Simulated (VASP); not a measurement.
Set up this calculation in VASP 6.6.1, as the native input.

```
Task                   : single point
Functional             : PBEsol
Potentials or basis    : VASP PAW PBE potentials, release 64 (Cs_sv)
Cutoff                 : 520 eV
k mesh                 : 6 × 6 × 3
Occupations            : fermi-dirac, width 0.05 eV
Spin                   : no spin polarisation
Dipole correction      : no
Further INCAR settings : ALGO = Normal; EDIFF = 1e-06; NBANDS = 16
```

The structure of Cs lies in POSCAR:

```
Cs
1.0
    3.2982644184      0.0000000000      0.0000000000
   -1.6491322092      2.8563807747      0.0000000000
    0.0000000000      0.0000000000      5.2218761043
Cs
2
Direct
    0.6666666667      0.3333333333      0.7500000000
    0.3333333333      0.6666666667      0.2500000000
```

This isn't the form of Cs at room conditions, which is bcc.

One way to write it, as run:

INCAR

```
  PREC = Accurate
  ENCUT = 520
  EDIFF = 1E-6
  ISMEAR = -1
  SIGMA = 0.05
  LREAL = F
  LASPH = T
  NELM = 80
  ALGO = Normal
  ISIF = 2
  LWAVE = F
  LCHARG = F
  GGA = PS
  NBANDS = 16
```

KPOINTS

```
Automatic mesh
0
Gamma
  6 6 3
```

Potentials or basis: VASP PAW PBE potentials, release 64 (Cs_sv).

Run with:

```sh
$ cat potpaw_PBE.64/Cs_sv/POTCAR > POTCAR
$ mpirun -np 1 vasp_std > vasp.out
```

Results of the run:

The pressure is 31.9 GPa and the band gap on the k mesh is zero (bands 9 and 10 overlap by 2.20 eV).

Caveat: the k points lie up to 0.40 Å⁻¹ apart, too coarse for converged energies and pressures of a metal; the PAW data sets were made with another functional, which shifts forces and pressure a little; spin-orbit coupling is left out, which moves the levels of the heavy elements.

Run time: 4.8 s on 1 thread of Intel(R) Xeon(R) 6975P-C (Granite Rapids) (shared host), peak memory 0.17 GiB.
